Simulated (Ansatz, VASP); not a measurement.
**Zr: VASP beside Ansatz**

The input INCAR:

```
ALGO     = Fast           # electronic algorithm
EDIFF    = 1E-7           # SCF threshold, eV
ENCUT    = 520            # plane-wave cutoff, eV
GGA      = PS             # functional
ISIF     = 2              # what is computed and relaxed
ISMEAR   = 0              # smearing method
LASPH    = T              # aspherical terms in the spheres
LCHARG   = T              # write CHGCAR
LELF     = T              # ELF
LREAL    = F              # projectors in reciprocal space
LVHAR    = T            
LWAVE    = F              # write WAVECAR
NBANDS   = 19             # bands
NELM     = 100            # most SCF steps
PREC     = Accurate       # precision mode
SIGMA    = 0.15           # smearing width, eV
```

The input KPOINTS:

```
k-points
0
Gamma
  18 18 10
```

Contents of POSCAR:

```
Zr
1.0
    3.2643182047      0.0000000000      0.0000000000
   -1.6321591023      2.7989925657      0.0000000000
    0.0000000000      0.0000000000      5.1470000000
Zr
2
Direct
    0.3333333333      0.6666666667      0.2500000000
    0.6666666667      0.3333333333      0.7500000000
```

Input for Ansatz:

```yaml
crystal:
  lattice:
    - [3.2643182047, 0.0, 0.0]
    - [-1.6321591023, 2.7989925657, 0.0]
    - [0.0, 0.0, 5.147]
  atoms:
    - { symbol: Zr, position: [0.3333333333, 0.6666666667, 0.25] }
    - { symbol: Zr, position: [0.6666666667, 0.3333333333, 0.75] }
basis:
  ecutwfc: 420
kpoints:
  mp_grid: { grid: [18, 18, 10] }
hamiltonian:
  xc: pbesol
scf:
  occupations: { method: gaussian, width: 0.15 }
output:
  forces: true
  stress: true
  eigenvalues: true
```

Change from the starting cell: strain +0.0100 x Voigt [1, 0, 0, 0, 0, 0], atoms carried along.

Alike in both runs: task single point; functional PBEsol; k mesh 18 × 18 × 10; occupations gaussian, width 0.15 eV; no spin polarisation.

|  | VASP | Ansatz |
| --- | --- | --- |
| version | VASP 6.6.1 | Ansatz 0.2.0 |
| potentials or method | VASP PAW PBE potentials, release 64 (Zr_sv), cutoff 520 eV | scalar-relativistic, plane waves, PAW |
| valence electrons in the cell | 24 | 24 |

```csv
,VASP,Ansatz,Ansatz less VASP
gap on the k mesh at the Fermi level (eV),none,none,-
pressure (GPa),-4.1,-4.1,-0.05
"traceless stress, the component that is largest in VASP (GPa)",-0.70,-0.70,+0.002
rms of the force components (eV/Å),0.010,0.010,0.0000
```

VASP's potentials were made for PBE, not for PBEsol. Atom by atom the forces differ by 0.000 eV/Å (rms over components). A gap of «none» marks a metal or a gap that the smearing closes.
